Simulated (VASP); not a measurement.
# Zr (Fd-3m) in VASP: single point with PBE

Aim: the single point of Zr with PBE.

Program: VASP 6.6.1. These are calculated values, not measurements. Logs are shortened: lines on timing, memory, paths and dates and some standing lists are left out, and cuts for length are marked.

## 1. The cell of the first run

The structure is cubic, space group Fd-3m (No. 227). The conventional cell has a = 6.153 Å, b = 6.153 Å, c = 6.153 Å, α = 90.00°, β = 90.00°, γ = 90.00°. Within 3.5 Å of Zr (site symmetry -43m) lie 4 Zr at 2.66 Å.

This isn't the form of Zr at room conditions, which is hcp.

## 2. Single point, PBE

File INCAR:

```
ALGO     = Normal         # electronic algorithm
EDIFF    = 1E-7           # SCF threshold, eV
ENCUT    = 520            # plane-wave cutoff, eV
GGA      = PE             # functional
ISIF     = 2              # what is computed and relaxed
ISMEAR   = -1             # smearing method
LASPH    = True           # aspherical terms in the spheres
LCHARG   = False          # write CHGCAR
LREAL    = False          # projectors in reciprocal space
LWAVE    = False          # write WAVECAR
NBANDS   = 19             # bands
NELM     = 80             # most SCF steps
PREC     = Accurate       # precision mode
SIGMA    = 0.06122561905347299 # smearing width, eV
```

File KPOINTS:

```
k-points
0
Gamma
  30 30 30
```

File POSCAR:

```
Zr
1.0
    0.0000000000      3.0764429547      3.0764429547
    3.0764429547      0.0000000000      3.0764429547
    3.0764429547      3.0764429547      0.0000000000
Zr
2
Direct
    0.0000000000      0.0000000000      0.0000000000
    0.2500000000      0.2500000000      0.2500000000
```

Potentials or basis: VASP PAW PBE potentials, release 64 (Zr_sv).

Started as:

```sh
cat potpaw_PBE.64/Zr_sv/POTCAR > POTCAR
mpirun -np 1 vasp_std > vasp.out
```

OUTCAR:

```text
EDIFF = 1E-7
   ENCUT = 520
   GGA = PE
   ISIF = 2
   ISMEAR = -1
   LASPH = True
   LREAL = False
   NELM = 80
   PREC = Accurate

 ion  position               nearest neighbor table
   1  0.000  0.000  0.000-   2 2.66   2 2.66   2 2.66   2 2.66
   2  0.250  0.250  0.250-   1 2.66   1 2.66   1 2.66   1 2.66

  LATTYP: Found a face centered cubic cell.
 ALAT       =     6.1528859094

  Lattice vectors:

 A1 = (   0.0000000000,   3.0764429547,   3.0764429547)
 A2 = (   3.0764429547,   0.0000000000,   3.0764429547)
 A3 = (   3.0764429547,   3.0764429547,   0.0000000000)

Analysis of symmetry for initial positions (statically):
=====================================================================
 Subroutine PRICEL returns:
 Original cell was already a primitive cell.

 Routine SETGRP: Setting up the symmetry group for a
 face centered cubic supercell.

 Subroutine GETGRP returns: Found 48 space group operations
 (whereof 24 operations were pure point group operations)
 out of a pool of 48 trial point group operations.

The static configuration has the point symmetry T_d .
 The point group associated with its full space group is O_h .

Analysis of symmetry for dynamics (positions and initial velocities):
=====================================================================
 Subroutine PRICEL returns:
 Original cell was already a primitive cell.

 Routine SETGRP: Setting up the symmetry group for a
 face centered cubic supercell.

 Subroutine GETGRP returns: Found 48 space group operations
 (whereof 24 operations were pure point group operations)
 out of a pool of 48 trial point group operations.

The dynamic configuration has the point symmetry T_d .
 The point group associated with its full space group is O_h .

 Subroutine INISYM returns: Found 48 space group operations
 (whereof 24 operations are pure point group operations),
 and found     1 'primitive' translations

----------------------------------------------------------------------------------------

                                     Primitive cell

  volume of cell :      58.2340

  direct lattice vectors                    reciprocal lattice vectors
     0.000000000  3.076442955  3.076442955    -0.162525360  0.162525360  0.162525360
     3.076442955  0.000000000  3.076442955     0.162525360 -0.162525360  0.162525360
     3.076442955  3.076442955  0.000000000     0.162525360  0.162525360 -0.162525360

  length of vectors
     4.350747350  4.350747350  4.350747350     0.281502182  0.281502182  0.281502182

  position of ions in fractional coordinates (direct lattice)
     0.000000000  0.000000000  0.000000000
     0.250000000  0.250000000  0.250000000

  ion indices of the primitive-cell ions
   primitive index   ion index
                 1           1
                 2           2

----------------------------------------------------------------------------------------

 KPOINTS: k-points

Automatic generation of k-mesh.
 Grid dimensions read from file:
 generate k-points for:   30   30   30

 Generating k-lattice:

  Cartesian coordinates                     Fractional coordinates (reciprocal lattice)
    -0.005417512  0.005417512  0.005417512     0.033333333  0.000000000  0.000000000
     0.005417512 -0.005417512  0.005417512     0.000000000  0.033333333  0.000000000
     0.005417512  0.005417512 -0.005417512     0.000000000  0.000000000  0.033333333

  Length of vectors
     0.009383406  0.009383406  0.009383406

  Shift w.r.t. Gamma in fractional coordinates (k-lattice)
     0.000000000  0.000000000  0.000000000

 Subroutine IBZKPT returns following result:
 ===========================================

 Found    752 irreducible k-points:

 Following reciprocal coordinates:
            Coordinates               Weight
  0.000000  0.000000  0.000000      1.000000
  0.033333  0.000000  0.000000      8.000000
  0.066667  0.000000  0.000000      8.000000
  0.100000  0.000000  0.000000      8.000000
  0.133333  0.000000  0.000000      8.000000
  0.166667  0.000000  0.000000      8.000000
[... 16 lines left out ...]
  0.233333  0.033333  0.000000     24.000000
  0.266667  0.033333  0.000000     24.000000
 [... further k-points ...]
   k-points           NKPTS =    752   k-points in BZ     NKDIM =    752   number of bands    NBANDS=     19
   number of dos      NEDOS =    301   number of ions     NIONS =      2
   total plane-waves  NPLWV =  32768
   dimension x,y,z NGX =    32 NGY =   32 NGZ =   32
   dimension x,y,z NGXF=    64 NGYF=   64 NGZF=   64
   ions per type =               2
   NGX,Y,Z   is equivalent  to a cutoff of  12.23, 12.23, 12.23 a.u.
   NGXF,Y,Z  is equivalent  to a cutoff of  24.45, 24.45, 24.45 a.u.
 SYSTEM =  unknown system
   PREC   = accura    normal or accurate (medium, high low for compatibility)
   ISTART =      0    job   : 0-new  1-cont  2-samecut
   ICHARG =      2    charge: 1-file 2-atom 10-const
   ISPIN  =      1    spin polarized calculation?
   LNONCOLLINEAR =      F non collinear calculations
   LSORBIT =      F    spin-orbit coupling
   LASPH  =      T    aspherical Exc in radial PAW
   ENCUT  =  520.0 eV  38.22 Ry    6.18 a.u.   8.09  8.09  8.09*2*pi/ulx,y,z
   NELM   =     80;   NELMIN=  2; NELMDL= -5     # of ELM steps
   EDIFF  = 0.1E-06   stopping-criterion for ELM
   LREAL  =      F    real-space projection
   EDIFFG = 0.1E-05   stopping-criterion for IOM
   NSW    =      0    number of steps for IOM
   IBRION =     -1    ionic relax: 0-MD 1-quasi-New 2-CG
   NFREE  =      0    steps in history (QN), initial steepest desc. (CG)
   ISIF   =      2    stress and relaxation
   ISYM   =      2    0-nonsym 1-usesym 2-fastsym
   POTIM  = 0.5000    time-step for ionic-motion
   TEBEG  =    0.0;   TEEND  =   0.0 temperature during run
   PSTRESS=    0.0 pullay stress
   NELECT =      24.0000    total number of electrons
   NUPDOWN=      -1.0000    fix difference up-down
   EMIN   =  10.00;   EMAX   =-10.00  energy-range for DOS
   EFERMI =   0.00;   METHOD = LEGACY
   ISMEAR =    -1;   SIGMA  =   0.06  broadening in eV -4-tet -1-fermi 0-gaus
   EFERMI_NEDOS =   21; number of points for ismear=-14 and -15
   IALGO  =     38    algorithm
   IMIX   =      4    mixing-type and parameters
     AMIX     =   0.40;   BMIX     =  1.00
     AMIX_MAG =   1.60;   BMIX_MAG =  1.00
  volume/ion in A,a.u.               =      29.12       196.49
  Fermi-wavevector in a.u.,A,eV,Ry     =   1.218297  2.302247 20.194402  1.484247
  Thomas-Fermi vector in A             =   2.353588
   LORBIT       =      0    0 simple, 1 ext, 2 COOP (PROOUT), +10 PAW based schemes
   GGA     = PE    functional components
   LHFCALC =     F    Hartree Fock is set to
   AEXX    =    0.0000 exact exchange contribution
   IVDW    =     0    specifies the selected vdW correction
   LEPSILON=     F    determine dielectric tensor
   LRPA    =     F    only Hartree local field effects (RPA)
 non-spin polarized calculation
  energy-cutoff  :      520.00
  volume of cell :       58.23
 maximum number of plane-waves:      1596
   NGX = 17   NGY = 17   NGZ = 17

 number of electron      24.0000000 magnetization

 Free energy of the ion-electron system (eV)
  ---------------------------------------------------
  ext. energy  EPLUGINS =         0.00000000
  ---------------------------------------------------
  free energy    TOTEN  =       -12.23194853 eV

  energy without entropy =      -12.17207964  energy(sigma->0) =      -12.20201409

 E-fermi :   6.1198     XC(G=0):  -9.7825

 val. band max:        6.1197231710   @ k =  -0.3333   0.5000   0.1667
 cond. band min:       6.1198995637   @ k =  -0.4333   0.4333   0.0667
 fundamental gap:      0.0001763927
 Fermi energy:         6.1197837642

 k-point     1 :       0.0000    0.0000    0.0000
  band No.  band energies     occupation
      1     -42.7873      2.00000
      2     -42.0956      2.00000
      3     -21.1640      2.00000
      4     -21.1640      2.00000
      5     -21.1640      2.00000
      6     -20.0306      2.00000
[... 11 lines left out ...]
     18      11.9091      0.00000
     19      11.9091      0.00000

 k-point     2 :       0.0333    0.0000    0.0000
  band No.  band energies     occupation
      1     -42.7859      2.00000
      2     -42.0971      2.00000
      3     -21.1657      2.00000
      4     -21.1657      2.00000
      5     -21.1641      2.00000
      6     -20.0306      2.00000
[... 11 lines left out ...]
     18      11.9050      0.00000
     19      11.9050      0.00000

 k-point     3 :       0.0667    0.0000    0.0000
  band No.  band energies     occupation
      1     -42.7819      2.00000
      2     -42.1015      2.00000
      3     -21.1707      2.00000
      4     -21.1707      2.00000
      5     -21.1641      2.00000
      6     -20.0306      2.00000
[... 11 lines left out ...]
     18      11.8925      0.00000
     19      11.8925      0.00000

 k-point     4 :       0.1000    0.0000    0.0000
  band No.  band energies     occupation
      1     -42.7752      2.00000
      2     -42.1088      2.00000
      3     -21.1787      2.00000
      4     -21.1787      2.00000
      5     -21.1642      2.00000
      6     -20.0304      2.00000
[... 11 lines left out ...]
     18      11.8712      0.00000
     19      11.8712      0.00000

 k-point     5 :       0.1333    0.0000    0.0000
  band No.  band energies     occupation
      1     -42.7660      2.00000
      2     -42.1187      2.00000
      3     -21.1891      2.00000
      4     -21.1891      2.00000
      5     -21.1643      2.00000
      6     -20.0301      2.00000
[... 11 lines left out ...]
     18      11.8406      0.00000
     19      11.8406      0.00000
[... 334 lines left out ...]
      2     -42.1280      2.00000
      3     -21.2048      2.00000
      4     -21.2001      2.00000
      5     -21.1560      2.00000
      6     -20.0386      2.00000
[... 11 lines left out ...]
     18      11.6979      0.00000
     19      11.9132      0.00000

 k-point    22 :       0.2000    0.0333    0.0000
  band No.  band energies     occupation
      1     -42.7445      2.00000
      2     -42.1419      2.00000
      3     -21.2185      2.00000
      4     -21.2132      2.00000
      5     -21.1559      2.00000
      6     -20.0384      2.00000
[... 11 lines left out ...]
     18      11.6319      0.00000
     19      11.8794      0.00000

 k-point    23 :       0.2333    0.0333    0.0000
  band No.  band energies     occupation
      1     -42.7297      2.00000
      2     -42.1578      2.00000
      3     -21.2328      2.00000
      4     -21.2274      2.00000
      5     -21.1560      2.00000
      6     -20.0379      2.00000
[... 11 lines left out ...]
     18      11.5563      0.00000
     19      11.8307      0.00000

 k-point    24 :       0.2667    0.0333    0.0000
  band No.  band energies     occupation
      1     -42.7135      2.00000
      2     -42.1751      2.00000
      3     -21.2469      2.00000
      4     -21.2420      2.00000
      5     -21.1563      2.00000
      6     -20.0370      2.00000
[... 11 lines left out ...]
     18      11.4701      0.00000
     19      11.7652      0.00000

 [... further k-points ...]

------------------------ aborting loop because EDIFF is reached ----------------------------------------

  FORCE on cell =-STRESS in cart. coord.  units (eV):
  Direction    XX          YY          ZZ          XY          YZ          ZX
  --------------------------------------------------------------------------------------
  -------------------------------------------------------------------------------------
  Total        0.9158750      0.9158750      0.9158750     -0.0000000      0.0000000      0.0000000
  in kB       25.1982403     25.1982403     25.1982403     -0.0000000      0.0000000      0.0000000
  external PRESSURE =      25.1982403 kB  Pullay stress =       0.0000000 kB

 VOLUME and BASIS-vectors are now :
 -----------------------------------------------------------------------------
  energy-cutoff  :      520.00
  volume of cell :       58.23
      direct lattice vectors                 reciprocal lattice vectors
     0.000000000  3.076442955  3.076442955    -0.162525360  0.162525360  0.162525360
     3.076442955  0.000000000  3.076442955     0.162525360 -0.162525360  0.162525360
     3.076442955  3.076442955  0.000000000     0.162525360  0.162525360 -0.162525360

 POSITION                                       TOTAL-FORCE (eV/Angst)
 -----------------------------------------------------------------------------------
      0.00000      0.00000      0.00000        -0.000000      0.000000      0.000000
      1.53822      1.53822      1.53822         0.000000     -0.000000     -0.000000
 -----------------------------------------------------------------------------------
    total drift:                               -0.000000      0.000000      0.000000

  FREE ENERGIE OF THE ION-ELECTRON SYSTEM (eV)
  ---------------------------------------------------
  free  energy   TOTEN  =       -12.2319485314 eV

  energy  without entropy=      -12.1720796430  energy(sigma->0) =      -12.20201409
```

It took 16 min on 1 thread of Intel Xeon 8259CL, shared host; peak memory 0.72 GiB.

What came out:

```
Free energy            : -12.2319 eV
Pressure               : 2.5 GPa
Band gap on the k mesh : zero (bands 12 and 13 overlap by 0.26 eV)
```
